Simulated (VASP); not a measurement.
# NbP (I4_1md) in VASP: single point with r2SCAN

Aim: the single point of NbP with r2SCAN.

Program: VASP 6.6.1. These are calculated values, not measurements. Logs are shortened: lines on timing, memory, paths and dates and some standing lists are left out, and cuts for length are marked.

## (1) The cell of the first run

The structure is tetragonal, space group I4_1md (No. 109). The conventional cell has a = 3.350 Å, b = 3.350 Å, c = 11.480 Å, α = 90.00°, β = 90.00°, γ = 90.00°. Within 3.4 Å of Nb (site symmetry 2mm) lie 6 P at 2.55 Å and 8 Nb at 3.32 to 3.35 Å. P (site symmetry 2mm) has 6 Nb at 2.55 Å and 8 P at 3.32 to 3.35 Å within 3.4 Å.

## (2) Single point, r2SCAN

POSCAR reads:

```
NbP
1.0
   -1.6749232544      1.6749232544      5.7401081759
    1.6749232544     -1.6749232544      5.7401081759
    1.6749232544      1.6749232544     -5.7401081759
Nb P
2 2
Direct
    0.7498808000      0.7498808000      0.0000000000
    0.4998808000      0.9998808000      0.5000000000
    0.3327477700      0.3327477700      0.0000000000
    0.0827477800      0.5827477800      0.5000000000
```

INCAR.step1 reads:

```
ALGO     = Normal         # electronic algorithm
EDIFF    = 1E-4           # SCF threshold, eV
ENCUT    = 520            # plane-wave cutoff, eV
GGA      = PE             # functional
ISMEAR   = 0              # smearing method
LASPH    = True           # aspherical terms in the spheres
LCHARG   = False          # write CHGCAR
LREAL    = False          # projectors in reciprocal space
LWAVE    = True           # write WAVECAR
NBANDS   = 26             # bands
NELM     = 80             # most SCF steps
PREC     = Accurate       # precision mode
SIGMA    = 0.1            # smearing width, eV
```

INCAR.step2 reads:

```
ALGO     = Normal         # electronic algorithm
EDIFF    = 1E-6           # SCF threshold, eV
ENCUT    = 520            # plane-wave cutoff, eV
ISIF     = 2              # what is computed and relaxed
ISMEAR   = 0              # smearing method
ISTART   = 1            
LASPH    = True           # aspherical terms in the spheres
LCHARG   = False          # write CHGCAR
LMIXTAU  = True         
LREAL    = False          # projectors in reciprocal space
LWAVE    = False          # write WAVECAR
METAGGA  = R2SCAN         # meta-GGA
NBANDS   = 26             # bands
NELM     = 80             # most SCF steps
PREC     = Accurate       # precision mode
SIGMA    = 0.1            # smearing width, eV
```

KPOINTS reads:

```
k-points
0
Gamma
  8 8 8
```

Potentials or basis: VASP PAW PBE potentials, release 64 (Nb_sv, P).

Started as:

```console
> cat potpaw_PBE.64/Nb_sv/POTCAR potpaw_PBE.64/P/POTCAR > POTCAR
> cp INCAR.step1 INCAR
> mpirun -np 1 vasp_std > vasp.out
> cp INCAR.step2 INCAR
> mpirun -np 1 vasp_std > vasp.out
```

OUTCAR:

```text
EDIFF = 1E-6
   ENCUT = 520
   ISIF = 2
   ISMEAR = 0
   ISTART = 1
   LASPH = True
   LREAL = False
   METAGGA = R2SCAN
   NELM = 80
   PREC = Accurate

 ion  position               nearest neighbor table
   1  0.750  0.750  0.000-   4 2.55   4 2.55   3 2.55   3 2.55   3 2.55   3 2.55
   2  0.500  1.000  0.500-   3 2.55   3 2.55   4 2.55   4 2.55   4 2.55   4 2.55
   3  0.333  0.333  0.000-   2 2.55   2 2.55   1 2.55   1 2.55   1 2.55   1 2.55
   4  0.083  0.583  0.500-   1 2.55   1 2.55   2 2.55   2 2.55   2 2.55   2 2.55

  LATTYP: Found a body centered tetragonal cell.
 ALAT       =     3.3498465088
 C/A-ratio  =     3.4270872775

  Lattice vectors:

 A1 = (  -1.6749232544,   1.6749232544,   5.7401081759)
 A2 = (   1.6749232544,  -1.6749232544,   5.7401081759)
 A3 = (   1.6749232544,   1.6749232544,  -5.7401081759)

Analysis of symmetry for initial positions (statically):
=====================================================================
 Subroutine PRICEL returns:
 Original cell was already a primitive cell.

 Routine SETGRP: Setting up the symmetry group for a
 body centered tetragonal supercell.

 Subroutine GETGRP returns: Found  8 space group operations
 (whereof  4 operations were pure point group operations)
 out of a pool of 16 trial point group operations.

The static configuration has the point symmetry C_2v.
 The point group associated with its full space group is C_4v.

Analysis of symmetry for dynamics (positions and initial velocities):
=====================================================================
 Subroutine PRICEL returns:
 Original cell was already a primitive cell.

 Routine SETGRP: Setting up the symmetry group for a
 body centered tetragonal supercell.

 Subroutine GETGRP returns: Found  8 space group operations
 (whereof  4 operations were pure point group operations)
 out of a pool of 16 trial point group operations.

The dynamic configuration has the point symmetry C_2v.
 The point group associated with its full space group is C_4v.

 Subroutine INISYM returns: Found  8 space group operations
 (whereof  4 operations are pure point group operations),
 and found     1 'primitive' translations

----------------------------------------------------------------------------------------

                                     Primitive cell

  volume of cell :      64.4125

  direct lattice vectors                    reciprocal lattice vectors
    -1.674923254  1.674923254  5.740108176     0.000000000  0.298521140  0.087106372
     1.674923254 -1.674923254  5.740108176     0.298521140  0.000000000  0.087106372
     1.674923254  1.674923254 -5.740108176     0.298521140  0.298521140  0.000000000

  length of vectors
     6.209635874  6.209635874  6.209635874     0.310970081  0.310970081  0.422172645

  position of ions in fractional coordinates (direct lattice)
     0.749880800  0.749880800  0.000000000
     0.499880800  0.999880800  0.500000000
     0.332747770  0.332747770  0.000000000
     0.082747780  0.582747780  0.500000000

  ion indices of the primitive-cell ions
   primitive index   ion index
                 1           1
                 2           2
                 3           3
                 4           4

----------------------------------------------------------------------------------------

 KPOINTS: k-points

Automatic generation of k-mesh.
 Grid dimensions read from file:
 generate k-points for:    8    8    8

 Generating k-lattice:

  Cartesian coordinates                     Fractional coordinates (reciprocal lattice)
     0.000000000  0.037315143  0.010888297     0.125000000  0.000000000 -0.000000000
     0.037315143  0.000000000  0.010888297     0.000000000  0.125000000 -0.000000000
     0.037315143  0.037315143  0.000000000     0.000000000  0.000000000  0.125000000

  Length of vectors
     0.038871260  0.038871260  0.052771581

  Shift w.r.t. Gamma in fractional coordinates (k-lattice)
     0.000000000  0.000000000  0.000000000

 Subroutine IBZKPT returns following result:
 ===========================================

 Found     59 irreducible k-points:

 Following reciprocal coordinates:
            Coordinates               Weight
  0.000000  0.000000  0.000000      1.000000
  0.125000 -0.000000  0.000000      8.000000
  0.250000 -0.000000  0.000000      8.000000
  0.375000  0.000000  0.000000      8.000000
  0.500000 -0.000000  0.000000      4.000000
  0.125000  0.125000  0.000000      8.000000
[... 16 lines left out ...]
  0.250000  0.125000  0.125000     16.000000
  0.375000  0.125000  0.125000      8.000000
 [... further k-points ...]
   k-points           NKPTS =     59   k-points in BZ     NKDIM =     59   number of bands    NBANDS=     26
   number of dos      NEDOS =    301   number of ions     NIONS =      4
   total plane-waves  NPLWV = 110592
   dimension x,y,z NGX =    48 NGY =   48 NGZ =   48
   dimension x,y,z NGXF=    96 NGYF=   96 NGZF=   96
   ions per type =               2   2
   NGX,Y,Z   is equivalent  to a cutoff of  12.85, 12.85, 12.85 a.u.
   NGXF,Y,Z  is equivalent  to a cutoff of  25.70, 25.70, 25.70 a.u.
 SYSTEM =  unknown system
   PREC   = accura    normal or accurate (medium, high low for compatibility)
   ISTART =      1    job   : 0-new  1-cont  2-samecut
   ICHARG =      0    charge: 1-file 2-atom 10-const
   ISPIN  =      1    spin polarized calculation?
   LNONCOLLINEAR =      F non collinear calculations
   LSORBIT =      F    spin-orbit coupling
   LASPH  =      T    aspherical Exc in radial PAW
   ENCUT  =  520.0 eV  38.22 Ry    6.18 a.u.  11.55 11.55 11.55*2*pi/ulx,y,z
   NELM   =     80;   NELMIN=  2; NELMDL=  0     # of ELM steps
   EDIFF  = 0.1E-05   stopping-criterion for ELM
   LREAL  =      F    real-space projection
   EDIFFG = 0.1E-04   stopping-criterion for IOM
   NSW    =      0    number of steps for IOM
   IBRION =     -1    ionic relax: 0-MD 1-quasi-New 2-CG
   NFREE  =      0    steps in history (QN), initial steepest desc. (CG)
   ISIF   =      2    stress and relaxation
   ISYM   =      2    0-nonsym 1-usesym 2-fastsym
   POTIM  = 0.5000    time-step for ionic-motion
   TEBEG  =    0.0;   TEEND  =   0.0 temperature during run
   PSTRESS=    0.0 pullay stress
   NELECT =      36.0000    total number of electrons
   NUPDOWN=      -1.0000    fix difference up-down
   EMIN   =  10.00;   EMAX   =-10.00  energy-range for DOS
   EFERMI =   0.00;   METHOD = LEGACY
   ISMEAR =     0;   SIGMA  =   0.10  broadening in eV -4-tet -1-fermi 0-gaus
   EFERMI_NEDOS =   21; number of points for ismear=-14 and -15
   IALGO  =     38    algorithm
   IMIX   =      4    mixing-type and parameters
     AMIX     =   0.40;   BMIX     =  1.00
     AMIX_MAG =   1.60;   BMIX_MAG =  1.00
  volume/ion in A,a.u.               =      16.10       108.67
  Fermi-wavevector in a.u.,A,eV,Ry     =   1.348504  2.548304 24.741706  1.818464
  Thomas-Fermi vector in A             =   2.476168
   LORBIT       =      0    0 simple, 1 ext, 2 COOP (PROOUT), +10 PAW based schemes
   METAGGA = R2SCAN    functional components
   LHFCALC =     F    Hartree Fock is set to
   AEXX    =    0.0000 exact exchange contribution
   IVDW    =     0    specifies the selected vdW correction
   LEPSILON=     F    determine dielectric tensor
   LRPA    =     F    only Hartree local field effects (RPA)
 non-spin polarized calculation
 Gauss-broadening in eV      SIGMA  =   0.10
  energy-cutoff  :      520.00
  volume of cell :       64.41
 maximum number of plane-waves:      1752
 NGX is ok and might be reduce to    48
   NGX = 23   NGY = 23   NGZ = 23

 number of electron      35.9999999 magnetization

 Free energy of the ion-electron system (eV)
  ---------------------------------------------------
  ext. energy  EPLUGINS =         0.00000000
  ---------------------------------------------------
  free energy    TOTEN  =       -72.04242367 eV

  energy without entropy =      -72.03846590  energy(sigma->0) =      -72.04044479

 E-fermi :  10.5874     XC(G=0): -12.8379

 val. band max:       10.5589494526   @ k =  -0.2500   0.2500   0.2500
 cond. band min:      10.5986839242   @ k =  -0.2500   0.5000   0.2500
 fundamental gap:      0.0397344715
 Fermi energy:        10.5873839192

 k-point     1 :       0.0000    0.0000    0.0000
  band No.  band energies     occupation
      1     -46.2442      2.00000
      2     -46.2033      2.00000
      3     -21.8093      2.00000
      4     -21.5909      2.00000
      5     -21.5909      2.00000
      6     -21.4456      2.00000
[... 18 lines left out ...]
     25      14.8493      0.00000
     26      14.8493      0.00000

 k-point     2 :       0.1250   -0.0000    0.0000
  band No.  band energies     occupation
      1     -46.2403      2.00000
      2     -46.2017      2.00000
      3     -21.7945      2.00000
      4     -21.6336      2.00000
      5     -21.5874      2.00000
      6     -21.4881      2.00000
[... 18 lines left out ...]
     25      15.0399      0.00000
     26      15.5491      0.00000

 k-point     3 :       0.2500   -0.0000    0.0000
  band No.  band energies     occupation
      1     -46.2303      2.00000
      2     -46.1983      2.00000
      3     -21.7816      2.00000
      4     -21.7116      2.00000
      5     -21.5799      2.00000
      6     -21.5789      2.00000
[... 18 lines left out ...]
     25      15.5598      0.00000
     26      16.7136      0.00000

 k-point     4 :       0.3750    0.0000    0.0000
  band No.  band energies     occupation
      1     -46.2196      2.00000
      2     -46.1956      2.00000
      3     -21.8605      2.00000
      4     -21.7187      2.00000
      5     -21.6363      2.00000
      6     -21.5703      2.00000
[... 18 lines left out ...]
     25      15.2769      0.00000
     26      17.1645      0.00000
[... 496 lines left out ...]
      1     -46.2181      2.00000
      2     -46.1918      2.00000
      3     -21.7578      2.00000
      4     -21.7339      2.00000
      5     -21.6663      2.00000
      6     -21.5747      2.00000
[... 18 lines left out ...]
     25      15.4341      0.00000
     26      16.5139      0.00000

 k-point    23 :       0.2500    0.1250    0.1250
  band No.  band energies     occupation
      1     -46.2076      2.00000
      2     -46.1892      2.00000
      3     -21.8352      2.00000
      4     -21.7305      2.00000
      5     -21.6736      2.00000
      6     -21.6132      2.00000
[... 18 lines left out ...]
     25      15.6796      0.00000
     26      16.7407      0.00000

 k-point    24 :       0.3750    0.1250    0.1250
  band No.  band energies     occupation
      1     -46.2027      2.00000
      2     -46.1887      2.00000
      3     -21.8748      2.00000
      4     -21.7313      2.00000
      5     -21.6939      2.00000
      6     -21.6006      2.00000
[... 18 lines left out ...]
     25      15.5560      0.00000
     26      16.8466      0.00000

 [... further k-points ...]

------------------------ aborting loop because EDIFF is reached ----------------------------------------

  FORCE on cell =-STRESS in cart. coord.  units (eV):
  Direction    XX          YY          ZZ          XY          YZ          ZX
  --------------------------------------------------------------------------------------
  -------------------------------------------------------------------------------------
  Total       -0.9057055     -0.9057055     -0.5880015      0.0000000      0.0000000      0.0000000
  in kB      -22.5282622    -22.5282622    -14.6257840      0.0000000      0.0000000      0.0000000
  external PRESSURE =     -19.8941028 kB  Pullay stress =       0.0000000 kB

 VOLUME and BASIS-vectors are now :
 -----------------------------------------------------------------------------
  energy-cutoff  :      520.00
  volume of cell :       64.41
      direct lattice vectors                 reciprocal lattice vectors
    -1.674923254  1.674923254  5.740108176     0.000000000  0.298521140  0.087106372
     1.674923254 -1.674923254  5.740108176     0.298521140  0.000000000  0.087106372
     1.674923254  1.674923254 -5.740108176     0.298521140  0.298521140  0.000000000

 POSITION                                       TOTAL-FORCE (eV/Angst)
 -----------------------------------------------------------------------------------
      0.00000      0.00000      8.60879        -0.000000     -0.000000     -0.001183
      1.67492      0.00000      5.73874        -0.000000     -0.000000     -0.001183
      0.00000      0.00000      3.82002         0.000000      0.000000      0.001183
      1.67492      0.00000      0.94996         0.000000      0.000000      0.001183
 -----------------------------------------------------------------------------------
    total drift:                                0.000000      0.000000      0.000341

  FREE ENERGIE OF THE ION-ELECTRON SYSTEM (eV)
  ---------------------------------------------------
  free  energy   TOTEN  =       -72.0424236741 eV

  energy  without entropy=      -72.0384659018  energy(sigma->0) =      -72.04044479
```

Run time: 27 min. Hardware: 1 thread of Intel Xeon 8259CL, shared host; peak memory 0.4 GiB.

What came out:

```
Free energy            : -72.0424 eV
Pressure               : -2.0 GPa
Band gap on the k mesh : zero (bands 18 and 19 overlap by 0.04 eV)
```

Caveat: the PAW data sets were made with another functional, which shifts forces and pressure a little.
